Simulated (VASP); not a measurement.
Runs of VASP 6.6.1 on FeNi (Tetrataenite). Symmetry: P4/mmm, No. 123, tetragonal system. Conventional cell: a = 2.533 Å, b = 2.533 Å, c = 3.582 Å, α = 90.00°, β = 90.00°, γ = 90.00°. Fe (site symmetry 4/mmm) has 8 Ni at 2.53 Å and 4 Fe at 2.53 Å within 3.3 Å. Ni (site symmetry 4/mmm) has 8 Fe at 2.53 Å and 4 Ni at 2.53 Å within 3.3 Å. 

```tsv
smearing	gap on the mesh (eV)	pressure (GPa)	moment (μB)
methfessel-paxton 0.3 eV	none	-19.7	3.21
methfessel-paxton 0.1 eV	none	-20.0	3.15
methfessel-paxton 0.5 eV	none	-19.7	(a)
methfessel-paxton 0.2 eV	none	(b)	3.18
```

Alike in all rows: task single point; level LDA; potentials or basis VASP PAW LDA potentials, release 64 (Fe, Ni); spin collinear, ferromagnetic start; cell as given; k mesh 13 × 13 × 9; cutoff (eV) 520.

Question: Fill in the values left out.

Answer: (a) 3.24; (b) -19.8.

A gap of «none» marks levels without a gap at the run's occupations.
